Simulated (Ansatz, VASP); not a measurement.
Two plane-wave programs on Ir

```
Ir
1.0
     0.00000    1.92471    1.92471
     1.92471    0.00000    1.92471
     1.92471    1.92471    0.00000
Ir
1
Direct
  0.00000 0.00000 0.00000
```

Alike in both runs: functional r2SCAN; k mesh 8 × 8 × 8; occupations gaussian, width 0.1 eV; no spin polarisation.

Ansatz relaxed the structure, and its values are those at the end. VASP's run is a single point on that final structure, the one shown.

|  | VASP | Ansatz |
| --- | --- | --- |
| version | VASP 6.6.1 | Ansatz 0.2.0 |
| potentials or method | VASP PAW PBE potentials, release 64 (Ir), cutoff 520 eV | scalar-relativistic, plane waves, PAW |
| valence electrons in the cell | 9 | 17 |

```csv
,VASP,Ansatz,Ansatz less VASP
gap on the k mesh at the Fermi level (eV),none,none,-
pressure (GPa),2.3,-0.1,-2.42
```

VASP's potentials were made for PBE, not for r2SCAN. A gap of «none» marks a metal or a gap that the smearing closes. With one functional, cell and mesh, what is left measures potentials, basis and numerics. VASP's potentials hold 9 valence electrons a cell and Ansatz's 17, so a difference there can come from the potentials and not from the codes.

Spin-orbit coupling is off throughout.
